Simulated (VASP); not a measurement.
# CuSi16 (a cell with a defect) in VASP: relaxation of the atoms with PBE

Aim: the relaxation of the atoms of CuSi16 (a cell with a defect) with PBE.

Program: VASP 6.6.1. These are calculated values, not measurements. Logs are shortened: lines on timing, memory, paths and dates and some standing lists are left out, and cuts for length are marked.

### Step 1. The cell of the first run

The cell holds a defect, 17 atoms: a = 7.679 Å, b = 7.679 Å, c = 7.679 Å, α = 60.00°, β = 60.00°, γ = 60.00°.

### Step 2. Relaxation of the atoms, PBE

INCAR reads:

```
SYSTEM = CuSi16
PREC = Accurate ; ENCUT = 520
EDIFF = 1E-6 ; ISMEAR = -1
SIGMA = 0.05 ; LREAL = Auto
LASPH = .True. ; NELM = 100
ALGO = Normal ; ISIF = 2
LWAVE = .False. ; LCHARG = .False.
GGA = PE ; IBRION = 2
NSW = 80 ; EDIFFG = -0.03
NELECT = 74.0
```

KPOINTS reads:

```
Automatic mesh
0
Gamma
  2 2 2
  0 0 0
```

POSCAR reads:

```
CuSi16
1.0
    0.0000000000      5.4300000000      5.4300000000
    5.4300000000      0.0000000000      5.4300000000
    5.4300000000      5.4300000000      0.0000000000
Si Cu
16 1
Direct
    0.0000000000      0.0000000000      0.0000000000
    0.1250000000      0.1250000000      0.1250000000
    0.0000000000      0.0000000000      0.5000000000
    0.1250000000      0.1250000000      0.6250000000
    0.0000000000      0.5000000000      0.0000000000
    0.1250000000      0.6250000000      0.1250000000
    0.0000000000      0.5000000000      0.5000000000
    0.1250000000      0.6250000000      0.6250000000
    0.5000000000      0.0000000000      0.0000000000
    0.6250000000      0.1250000000      0.1250000000
    0.5000000000      0.0000000000      0.5000000000
    0.6250000000      0.1250000000      0.6250000000
    0.5000000000      0.5000000000      0.0000000000
    0.6250000000      0.6250000000      0.1250000000
    0.5000000000      0.5000000000      0.5000000000
    0.6250000000      0.6250000000      0.6250000000
    0.7453721400      0.7617289800      0.7524716600
```

Potentials or basis: VASP PAW PBE potentials, release 64 (Si, Cu).

Run with:

```bash
cat potpaw_PBE.64/Si/POTCAR potpaw_PBE.64/Cu/POTCAR > POTCAR
mpirun -np 1 vasp_std > vasp.out
```

OUTCAR:

```text
SYSTEM = CuSi16
   PREC = Accurate
   ENCUT = 520
   EDIFF = 1E-6
   ISMEAR = -1
   LREAL = Auto
   LASPH = .True.
   NELM = 100
   ISIF = 2
   GGA = PE
   IBRION = 2
   NSW = 80
   EDIFFG = -0.03
   NELECT = 74.0

 ion  position               nearest neighbor table
   1  0.000  0.000  0.000-   2 2.35   4 2.35   6 2.35  10 2.35
   2  0.125  0.125  0.125-   1 2.35   3 2.35   5 2.35   9 2.35
   3  0.000  0.000  0.500-   2 2.35   4 2.35   8 2.35  12 2.35  17 2.68
   4  0.125  0.125  0.625-   1 2.35   3 2.35   7 2.35  11 2.35
   5  0.000  0.500  0.000-   2 2.35   6 2.35   8 2.35  14 2.35  17 2.73
   6  0.125  0.625  0.125-   1 2.35   5 2.35   7 2.35  13 2.35
   7  0.000  0.500  0.500-   4 2.35   6 2.35   8 2.35  16 2.35  17 2.79
   8  0.125  0.625  0.625-   3 2.35   5 2.35   7 2.35  15 2.35  17 2.38
   9  0.500  0.000  0.000-   2 2.35  10 2.35  12 2.35  14 2.35  17 2.64
  10  0.625  0.125  0.125-   1 2.35   9 2.35  11 2.35  13 2.35
  11  0.500  0.000  0.500-   4 2.35  10 2.35  12 2.35  16 2.35  17 2.70
  12  0.625  0.125  0.625-  17 2.28   9 2.35  11 2.35  15 2.35   3 2.35
  13  0.500  0.500  0.000-   6 2.35  10 2.35  14 2.35  16 2.35  17 2.75
  14  0.625  0.625  0.125-  17 2.34   9 2.35  13 2.35  15 2.35   5 2.35
  15  0.500  0.500  0.500-   8 2.35  12 2.35  14 2.35  16 2.35
  16  0.625  0.625  0.625-   7 2.35  11 2.35  13 2.35  15 2.35  17 2.41
  17  0.745  0.762  0.752-  12 2.28  14 2.34   8 2.38  16 2.41   9 2.64   3 2.68  11 2.70   5 2.73
                            13 2.75   7 2.79

  LATTYP: Found a face centered cubic cell.
 ALAT       =    10.8600000000

  Lattice vectors:

 A1 = (   0.0000000000,   5.4300000000,   5.4300000000)
 A2 = (   5.4300000000,   0.0000000000,   5.4300000000)
 A3 = (   5.4300000000,   5.4300000000,   0.0000000000)

Analysis of symmetry for initial positions (statically):
=====================================================================
 Subroutine PRICEL returns:
 Original cell was already a primitive cell.

 Routine SETGRP: Setting up the symmetry group for a
 face centered cubic supercell.

 Subroutine GETGRP returns: Found  1 space group operations
 (whereof  1 operations were pure point group operations)
 out of a pool of 48 trial point group operations.

The static configuration has the point symmetry C_1 .

Analysis of symmetry for dynamics (positions and initial velocities):
=====================================================================
 Subroutine PRICEL returns:
 Original cell was already a primitive cell.

 Routine SETGRP: Setting up the symmetry group for a
 face centered cubic supercell.

 Subroutine GETGRP returns: Found  1 space group operations
 (whereof  1 operations were pure point group operations)
 out of a pool of 48 trial point group operations.

The dynamic configuration has the point symmetry C_1 .

 Subroutine INISYM returns: Found  1 space group operations
 (whereof  1 operations are pure point group operations),
 and found     1 'primitive' translations

----------------------------------------------------------------------------------------

                                     Primitive cell

  volume of cell :     320.2060

  direct lattice vectors                    reciprocal lattice vectors
     0.000000000  5.430000000  5.430000000    -0.092081031  0.092081031  0.092081031
     5.430000000  0.000000000  5.430000000     0.092081031 -0.092081031  0.092081031
     5.430000000  5.430000000  0.000000000     0.092081031  0.092081031 -0.092081031

  length of vectors
     7.679179644  7.679179644  7.679179644     0.159489025  0.159489025  0.159489025

  position of ions in fractional coordinates (direct lattice)
     0.000000000  0.000000000  0.000000000
     0.125000000  0.125000000  0.125000000
     0.000000000  0.000000000  0.500000000
     0.125000000  0.125000000  0.625000000
     0.000000000  0.500000000  0.000000000
     0.125000000  0.625000000  0.125000000
[... 9 lines left out ...]
     0.625000000  0.625000000  0.625000000
     0.745372140  0.761728980  0.752471660

  ion indices of the primitive-cell ions
   primitive index   ion index
                 1           1
                 2           2
                 3           3
                 4           4
                 5           5
                 6           6
[... 9 lines left out ...]
                16          16
                17          17

----------------------------------------------------------------------------------------

 KPOINTS: Automatic mesh

Automatic generation of k-mesh.
 Grid dimensions read from file:
 generate k-points for:    2    2    2

 Generating k-lattice:

  Cartesian coordinates                     Fractional coordinates (reciprocal lattice)
    -0.046040516  0.046040516  0.046040516     0.500000000  0.000000000  0.000000000
     0.046040516 -0.046040516  0.046040516     0.000000000  0.500000000  0.000000000
     0.046040516  0.046040516 -0.046040516     0.000000000  0.000000000  0.500000000

  Length of vectors
     0.079744512  0.079744512  0.079744512

  Shift w.r.t. Gamma in fractional coordinates (k-lattice)
     0.000000000  0.000000000  0.000000000

 Subroutine IBZKPT returns following result:
 ===========================================

 Found      8 irreducible k-points:

 Following reciprocal coordinates:
            Coordinates               Weight
  0.000000  0.000000  0.000000      1.000000
  0.500000  0.000000  0.000000      1.000000
  0.000000  0.500000  0.000000      1.000000
  0.000000  0.000000  0.500000      1.000000
  0.500000  0.500000  0.500000      1.000000
  0.500000  0.500000  0.000000      1.000000
  0.000000  0.500000  0.500000      1.000000
  0.500000  0.000000  0.500000      1.000000
   k-points           NKPTS =      8   k-points in BZ     NKDIM =      8   number of bands    NBANDS=     46
   number of dos      NEDOS =    301   number of ions     NIONS =     17
   total plane-waves  NPLWV = 216000
   dimension x,y,z NGX =    60 NGY =   60 NGZ =   60
   dimension x,y,z NGXF=   120 NGYF=  120 NGZF=  120
   ions per type =              16   1
   NGX,Y,Z   is equivalent  to a cutoff of  12.99, 12.99, 12.99 a.u.
   NGXF,Y,Z  is equivalent  to a cutoff of  25.98, 25.98, 25.98 a.u.
 SYSTEM =  CuSi16
   PREC   = accura    normal or accurate (medium, high low for compatibility)
   ISTART =      0    job   : 0-new  1-cont  2-samecut
   ICHARG =      2    charge: 1-file 2-atom 10-const
   ISPIN  =      1    spin polarized calculation?
   LNONCOLLINEAR =      F non collinear calculations
   LSORBIT =      F    spin-orbit coupling
   LASPH  =      T    aspherical Exc in radial PAW
   ENCUT  =  520.0 eV  38.22 Ry    6.18 a.u.  14.28 14.28 14.28*2*pi/ulx,y,z
   NELM   =    100;   NELMIN=  2; NELMDL= -5     # of ELM steps
   EDIFF  = 0.1E-05   stopping-criterion for ELM
   LREAL  =      T    real-space projection
   EDIFFG = -.3E-01   stopping-criterion for IOM
   NSW    =     80    number of steps for IOM
   IBRION =      2    ionic relax: 0-MD 1-quasi-New 2-CG
   NFREE  =      1    steps in history (QN), initial steepest desc. (CG)
   ISIF   =      2    stress and relaxation
   ISYM   =      2    0-nonsym 1-usesym 2-fastsym
   POTIM  = 0.5000    time-step for ionic-motion
   TEBEG  =    0.0;   TEEND  =   0.0 temperature during run
   PSTRESS=    0.0 pullay stress
   NELECT =      74.0000    total number of electrons
   NUPDOWN=      -1.0000    fix difference up-down
   EMIN   =  10.00;   EMAX   =-10.00  energy-range for DOS
   EFERMI =   0.00;   METHOD = LEGACY
   ISMEAR =    -1;   SIGMA  =   0.05  broadening in eV -4-tet -1-fermi 0-gaus
   EFERMI_NEDOS =   21; number of points for ismear=-14 and -15
   IALGO  =     38    algorithm
   IMIX   =      4    mixing-type and parameters
     AMIX     =   0.40;   BMIX     =  1.00
     AMIX_MAG =   1.60;   BMIX_MAG =  1.00
  volume/ion in A,a.u.               =      18.84       127.11
  Fermi-wavevector in a.u.,A,eV,Ry     =   1.004636  1.898488 13.732283  1.009294
  Thomas-Fermi vector in A             =   2.137265
   LORBIT       =      0    0 simple, 1 ext, 2 COOP (PROOUT), +10 PAW based schemes
   GGA     = PE    functional components
   LHFCALC =     F    Hartree Fock is set to
   AEXX    =    0.0000 exact exchange contribution
   IVDW    =     0    specifies the selected vdW correction
   LEPSILON=     F    determine dielectric tensor
   LRPA    =     F    only Hartree local field effects (RPA)
 conjugate gradient relaxation of ions
 non-spin polarized calculation
  energy-cutoff  :      520.00
  volume of cell :      320.21
 maximum number of plane-waves:      8646
 NGX is ok and might be reduce to    60
   NGX = 29   NGY = 29   NGZ = 29

--------------------------------------- Ionic step        1  -------------------------------------------

 number of electron      74.0000002 magnetization

 Free energy of the ion-electron system (eV)
  ---------------------------------------------------
  ext. energy  EPLUGINS =         0.00000000
  ---------------------------------------------------
  free energy    TOTEN  =       -94.08668900 eV

  energy without entropy =      -94.06307103  energy(sigma->0) =      -94.07488002

------------------------ aborting loop because EDIFF is reached ----------------------------------------

  FORCE on cell =-STRESS in cart. coord.  units (eV):
  Direction    XX          YY          ZZ          XY          YZ          ZX
  --------------------------------------------------------------------------------------
  -------------------------------------------------------------------------------------
  Total       -0.5378785     -0.5361300     -0.5374793     -0.3286547     -0.6329977      0.1413244
  in kB       -2.6913196     -2.6825711     -2.6893222     -1.6444513     -3.1672564      0.7071283
  external PRESSURE =      -2.6877376 kB  Pullay stress =       0.0000000 kB
[... 342 lines left out ...]
  energy  without entropy=      -94.1795591905  energy(sigma->0) =      -94.19121470

--------------------------------------- Ionic step        8  -------------------------------------------

 number of electron      73.9999999 magnetization

 Free energy of the ion-electron system (eV)
  ---------------------------------------------------
  ext. energy  EPLUGINS =         0.00000000
  ---------------------------------------------------
  free energy    TOTEN  =       -94.20351888 eV

  energy without entropy =      -94.18017687  energy(sigma->0) =      -94.19184787

 E-fermi :   6.3122     XC(G=0):  -9.6030

 val. band max:        6.2997345942   @ k =   0.0000   0.0000   0.0000
 cond. band min:       6.8866008297   @ k =   0.0000   0.5000   0.0000
 fundamental gap:      0.5868662355
 Fermi energy:         6.3121801683

 k-point     1 :       0.0000    0.0000    0.0000
  band No.  band energies     occupation
      1      -5.9008      2.00000
      2      -3.5269      2.00000
      3      -3.5072      2.00000
      4      -3.5021      2.00000
      5      -3.4986      2.00000
      6      -2.0605      2.00000
[... 425 lines left out ...]
  FREE ENERGIE OF THE ION-ELECTRON SYSTEM (eV)
  ---------------------------------------------------
  free  energy   TOTEN  =       -94.2035188822 eV

  energy  without entropy=      -94.1801768673  energy(sigma->0) =      -94.19184787

 reached required accuracy - stopping structural energy minimisation
```

Run time: 31 min. Hardware: 1 thread of Oxide Virtual Turin-like, shared host; peak memory 0.53 GiB.

Results:

* Free energy: -94.2035 eV
* Energy gained by relaxing: 6.9 meV/atom
* Ionic steps: 8
* Largest force after relaxing: 0.028 eV/Å

Forces on the atoms (eV/Å):
```
Si  -0.003  0.000 -0.002
Si   0.001  0.007  0.004
Si   0.001 -0.011 -0.016
Si  -0.011 -0.004  0.000
Si  -0.006 -0.011 -0.011
Si  -0.010  0.002 -0.006
Si   0.003  0.007  0.000
Si  -0.001  0.008  0.012
Si  -0.019 -0.005  0.000
Si  -0.002 -0.006 -0.008
Si   0.006  0.011  0.011
Si   0.005  0.001  0.002
Si   0.001  0.012  0.006
Si   0.013  0.004 -0.002
Si   0.024 -0.001  0.013
Si  -0.002 -0.009 -0.006
Cu   0.000 -0.006  0.002
```

The path:
```tsv
step	energy change (eV)	largest force (eV/Å)	pressure (GPa)
1	0.0000	1.2278	-0.27
2	-0.1099	0.2340	-0.75
3	-0.1100	0.2254	-0.74
4	-0.1141	0.1075	-0.74
5	-0.1145	0.1039	-0.74
6	-0.1160	0.0479	-0.74
7	-0.1162	0.0459	-0.73
8	-0.1168	0.0275	-0.74
```

Final structure:
```yaml
crystal:
  lattice:
    - [0.00000, 5.43000, 5.43000]
    - [5.43000, 0.00000, 5.43000]
    - [5.43000, 5.43000, 0.00000]
  atoms:
    - { symbol: Si, position: [0.00007, 0.99979, 0.99992] }
    - { symbol: Si, position: [0.12433, 0.12365, 0.12406] }
    - { symbol: Si, position: [0.00135, 0.00313, 0.49762] }
    - { symbol: Si, position: [0.12439, 0.12368, 0.62735] }
    - { symbol: Si, position: [0.00198, 0.49744, 0.00268] }
    - { symbol: Si, position: [0.12437, 0.62699, 0.12406] }
    - { symbol: Si, position: [0.00269, 0.49743, 0.49760] }
    - { symbol: Si, position: [0.12943, 0.62303, 0.62342] }
    - { symbol: Si, position: [0.49775, 0.00274, 0.00163] }
    - { symbol: Si, position: [0.62767, 0.12368, 0.12410] }
    - { symbol: Si, position: [0.49781, 0.00334, 0.49765] }
    - { symbol: Si, position: [0.62190, 0.13437, 0.62151] }
    - { symbol: Si, position: [0.49778, 0.49745, 0.00292] }
    - { symbol: Si, position: [0.62296, 0.62217, 0.13158] }
    - { symbol: Si, position: [0.49863, 0.50345, 0.50068] }
    - { symbol: Si, position: [0.62441, 0.62364, 0.62404] }
    - { symbol: Cu, position: [0.74786, 0.75575, 0.75165] }
```

Caveat: the k points lie up to 0.50 Å⁻¹ apart; the cell carries a net charge on a neutralising background, which shifts energy and pressure; the cell is charged against a uniform background, so pressure and absolute levels hang on convention.
